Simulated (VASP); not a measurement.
A run of VASP 6.6.1:

File INCAR:

```
ALGO = Fast
EDIFF = 1E-7
ENCUT = 520
GGA = PS
ISIF = 2
ISMEAR = 0
LASPH = True
LCHARG = False
LREAL = False
LWAVE = False
NBANDS = 12
NELM = 80
PREC = Accurate
SIGMA = 0.15
```

KPOINTS

```
k-points
0
Gamma
  24 24 24
```

File POSCAR:

```
Cu
1.0
    0.0000000000      1.5789966900      2.3684950350
    1.5789966900      0.0000000000      2.3684950350
    1.5789966900      1.5789966900      0.0000000000
Cu
1
Direct
    0.0000000000      0.0000000000      0.0000000000
```

Potentials or basis: VASP PAW PBE potentials, release 64 (Cu).

The run is started by

```console
$ cat potpaw_PBE.64/Cu/POTCAR > POTCAR
$ mpirun -np 1 vasp_std > vasp.out
```

Hardware: 1 thread of Intel Xeon 8259CL (shared host).

Q: Estimate the wall time of this run.

A: Run time: 2.8 min on 1 thread of Intel Xeon 8259CL (shared host), peak memory 0.26 GiB. Counts: scf iterations 15, k points 1063.
